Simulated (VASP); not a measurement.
## ScTe2: single point with PBE

The system is ScTe2.

```
Sc Te
1.0
     0.00000    3.49622    3.49622
     3.49622    0.00000    3.49622
     3.49622    3.49622    0.00000
Sc Te
1 2
Direct
  0.00000 0.00000 0.00000
  0.25000 0.25000 0.25000
  0.75000 0.75000 0.75000
```

```yaml
Program: VASP 6.6.1
Task: single point
Functional: PBE
Potentials_or_basis: VASP PAW PBE potentials, release 64 (Sc_sv, Te)
Cutoff: 520 eV
k_mesh: 8 × 8 × 8
Occupations: gaussian, width 0.05 eV
Spin: no spin polarisation
```

The pressure is 3.4 GPa. The band gap on the k mesh is zero (an odd number of electrons rules out a gap without spin polarisation).

Levels at points of the mesh, in eV from the Fermi level:
| k point | band 7 | band 8 | band 9 | band 10 | band 11 | band 12 | band 13 | band 14 | band 15 | band 16 |
| --- | --- | --- | --- | --- | --- | --- | --- | --- | --- | --- |
| (0.00, 0.00, 0.00) | -3.66 | -3.66 | -3.66 | 0.15 | 0.15 | 0.15 | 1.06 | 1.06 | 3.59 | 3.59 |
| (0.50, 0.00, 0.00) | -2.83 | -2.83 | -2.61 | -2.11 | -2.11 | -2.02 | 1.33 | 1.33 | 2.27 | 3.57 |
| (0.50, 0.50, 0.00) | -5.43 | -3.95 | -3.95 | -0.37 | -0.37 | 0.59 | 1.64 | 1.93 | 2.33 | 3.57 |

Wall time 2.4 min on 1 thread of Intel Xeon 8259CL, with other jobs on the host, peak memory 0.25 GiB.

Caveat: the cell stands under pressure; spin-orbit coupling is left out, which moves the levels of the heavy elements.
